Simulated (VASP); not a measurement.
Crystal: CoSi.

```
Co Si
1.0
     4.44500    0.00000    0.00000
     0.00000    4.44500    0.00000
     0.00000    0.00000    4.44500
Co Si
4 4
Direct
  0.14000 0.14000 0.14000
  0.36000 0.86000 0.64000
  0.64000 0.36000 0.86000
  0.86000 0.64000 0.36000
  0.84300 0.84300 0.84300
  0.65700 0.15700 0.34300
  0.34300 0.65700 0.15700
  0.15700 0.34300 0.65700
```

- Program: VASP 6.6.1
- Task: relaxation of the atoms
- Functional: PBE
- Potentials or basis: VASP PAW PBE potentials, release 64 (Co, Si)
- Cutoff: 520 eV
- k mesh: 8 × 8 × 8
- Occupations: gaussian, width 0.03 eV
- Spin: no spin polarisation

At the start: pressure -1.4 GPa; volume 10.98 Å³/atom.

How do energy, volume and symmetry change on relaxing?

Over 5 steps the energy falls by 2.3 meV/atom; space group P2_13 (No. 198, to 0.1 Å) before and after.

The path:
| step | energy change (eV) | largest force (eV/Å) | pressure (GPa) |
| --- | --- | --- | --- |
| 1 | 0.0000 | 0.2541 | -1.42 |
| 2 | -0.0104 | 0.1651 | -1.77 |
| 3 | -0.0174 | 0.0745 | -2.06 |
| 4 | -0.0183 | 0.0153 | -2.15 |
| 5 | -0.0183 | 0.0009 | -2.20 |

Final structure:
```cif
data_structure
_symmetry_space_group_name_H-M 'P 1'
_symmetry_Int_Tables_number 1
_cell_length_a 4.4450
_cell_length_b 4.4450
_cell_length_c 4.4450
_cell_angle_alpha 90.000
_cell_angle_beta 90.000
_cell_angle_gamma 90.000
_cell_volume 87.82
loop_
_atom_site_label
_atom_site_type_symbol
_atom_site_fract_x
_atom_site_fract_y
_atom_site_fract_z
_atom_site_occupancy
Co1 Co 0.14466 0.14466 0.14466 1
Co2 Co 0.35534 0.85534 0.64466 1
Co3 Co 0.64466 0.35534 0.85534 1
Co4 Co 0.85534 0.64466 0.35534 1
Si1 Si 0.84307 0.84307 0.84307 1
Si2 Si 0.65693 0.15693 0.34307 1
Si3 Si 0.34307 0.65693 0.15693 1
Si4 Si 0.15693 0.34307 0.65693 1
```

Caveat: the run has no spin polarisation, though such a crystal can be magnetic.
